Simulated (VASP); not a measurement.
**ZrB: single point with PBE**

ZrB:

```
Zr B
1.0
    -0.02325    2.32500    2.32500
     2.30175    0.00000    2.30175
     2.32500    2.32500   -0.02325
Zr B
1 1
Direct
  0.00000 0.00000 0.00000
  0.50000 0.50000 0.50000
```

This cell differs from its parent crystal: strain -0.0200 x Voigt [0, 0, 0, 0, 1, 0].

```
Program                : VASP 6.6.1
Task                   : single point
Functional             : PBE
Potentials or basis    : VASP PAW PBE potentials, release 64 (Zr_sv, B)
Cutoff                 : 520 eV
k mesh                 : 18 × 18 × 18
Occupations            : gaussian, width 0.15 eV
Spin                   : no spin polarisation
Dipole correction      : no
Further INCAR settings : ALGO = Normal; EDIFF = 1e-06; NBANDS = 14
```

| Item | Value |
| --- | --- |
| Pressure | 35.0 GPa |
| Band gap on the k mesh | zero (an odd number of electrons rules out a gap without spin polarisation) |

Stress tensor (GPa, compression positive):
```
35.00  0.00  1.17
 0.00 35.02  0.00
 1.17  0.00 35.00
```

Levels at points of the mesh, in eV from the Fermi level:
| k point | band 5 | band 6 | band 7 | band 8 | band 9 | band 10 | band 11 | band 12 |
| --- | --- | --- | --- | --- | --- | --- | --- | --- |
| (0.00, 0.00, 0.00) | -8.33 | 1.79 | 1.92 | 2.07 | 3.71 | 3.71 | 3.74 | 3.82 |
| (0.50, 0.00, 0.00) | -4.19 | -3.66 | -1.43 | -1.26 | 5.62 | 5.83 | 7.33 | 8.32 |
| (0.00, 0.50, 0.00) | -4.20 | -3.55 | -1.55 | -1.39 | 5.72 | 5.89 | 7.45 | 8.20 |
| (0.50, 0.50, 0.00) | -6.49 | -1.12 | -0.30 | 2.55 | 2.55 | 5.47 | 6.93 | 6.94 |
| (0.50, 0.00, 0.50) | -6.50 | -1.12 | -0.30 | 2.44 | 2.66 | 5.48 | 6.94 | 6.94 |

Wall time 2.1 min on 1 thread of Intel(R) Xeon(R) Platinum 8259CL CPU @ 2.50GHz (Skylake/Cascade Lake), with other jobs on the host, peak memory 0.41 GiB.

Caveat: the cell differs from its parent crystal (strain -0.0200 x Voigt [0, 0, 0, 0, 1, 0]); the cell stands under pressure.
